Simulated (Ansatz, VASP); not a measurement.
## One calculation of C, two programs

INCAR

```
SYSTEM = C
  PREC = Accurate
  ENCUT = 520
  EDIFF = 1E-6
  ISMEAR = -1
  SIGMA = 0.1
  LREAL = .False.
  LASPH = .True.
  NELM = 80
  ALGO = Normal
  ISIF = 2
  LWAVE = .False.
  LCHARG = .False.
  GGA = RE
  NBANDS = 8
```

The input KPOINTS:

```
regular mesh
0
Gamma
  21 21 21
  0 0 0
```

Contents of POSCAR:

```
C
1.0
   -1.1931817733      1.1931817733      1.1931817733
    1.1931817733     -1.1931817733      1.1931817733
    1.1931817733      1.1931817733     -1.1931817733
C
1
Direct
    0.0000000000      0.0000000000      0.0000000000
```

Input for Ansatz:

```yaml
crystal:
  lattice:
    - [-1.1931817733, 1.1931817733, 1.1931817733]
    - [1.1931817733, -1.1931817733, 1.1931817733]
    - [1.1931817733, 1.1931817733, -1.1931817733]
  atoms:
    - { symbol: C, position: [0.0, 0.0, 0.0] }
hamiltonian:
  xc: revpbe
  pseudopotentials:
    kind: paw
    azcp:
      C: "pseudopotentials/C.paw.azcp"
basis:
  ecutwfc: 420
  fft_grid_basis: typed
kpoints:
  mp_grid: { grid: [21, 21, 21], shift: [0, 0, 0] }
magnetization:
  spin_polarized: false
scf:
  occupations: { method: fermi_dirac, width: 0.1 }
  lower_state_search: "off"
output:
  stress: true
  write_density: true
  write_potential: true
  elf: true
  volumetric_format: npy
```

Alike in both runs: task single point; functional revPBE; k mesh 21 × 21 × 21; occupations fermi-dirac, width 0.1 eV; no spin polarisation.

|  | VASP | Ansatz |
| --- | --- | --- |
| version | VASP 6.6.1 | Ansatz 0.2.0 |
| potentials or method | VASP PAW PBE potentials, release 64 (C), cutoff 520 eV | plane waves (420 eV) with PAW, scalar-relativistic |
| valence electrons in the cell | 4 | 4 |

|  | VASP | Ansatz | Ansatz less VASP |
| --- | --- | --- | --- |
| pressure (GPa) | -0.4 | -0.4 | -0.05 |

VASP's potentials were made for PBE, not for revPBE.
